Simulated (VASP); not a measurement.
Write the native input for VASP 6.6.1 that does the following.

```yaml
Task: single point
Functional: PBEsol
Potentials_or_basis: VASP PAW PBE potentials, release 64 (Re)
Cutoff: 520 eV
k_mesh: 9 × 9 × 5
Occupations: fermi-dirac, width 0.3 eV
Spin: no spin polarisation
Dipole_correction: no
Further_INCAR_settings: ALGO = Normal; EDIFF = 1e-06; NBANDS = 14
```

The structure of Re lies in POSCAR:

```
Re
1.0
    2.7171749282      0.0000000000      0.0000000000
   -1.3585874641      2.3531425143      0.0000000000
    0.0000000000      0.0000000000      4.3630180168
Re
2
Direct
    0.3333333333      0.6666666667      0.2500000000
    0.6666666667      0.3333333333      0.7500000000
```

One way to write it, as run:

INCAR

```
SYSTEM = Re
PREC = Accurate
ENCUT = 520
EDIFF = 1E-6
ISMEAR = -1
SIGMA = 0.3
LREAL = .FALSE.
LASPH = .TRUE.
NELM = 60
ALGO = Normal
ISIF = 2
LWAVE = .FALSE.
LCHARG = .FALSE.
GGA = PS
NBANDS = 14
```

KPOINTS

```
Automatic mesh
0
G
  9 9 5
  0 0 0
```

Potentials or basis: VASP PAW PBE potentials, release 64 (Re).

Run with:

```sh
$ cat potpaw_PBE.64/Re/POTCAR > POTCAR
$ mpirun -np 1 vasp_std > vasp.out
```

It gave:

- Pressure: 20.5 GPa
- Band gap on the k mesh: zero (band 7 reaches 9.76 eV, above the bottom of band 8 at 6.71 eV)

Caveat: the PAW data sets were made with another functional, which shifts forces and pressure a little; spin-orbit coupling is left out, which moves the levels of the heavy elements.

Wall time 9.2 s on 1 thread of Intel(R) Xeon(R) Platinum 8375C CPU @ 2.90GHz (Ice Lake), on a shared host, peak memory 0.14 GiB.
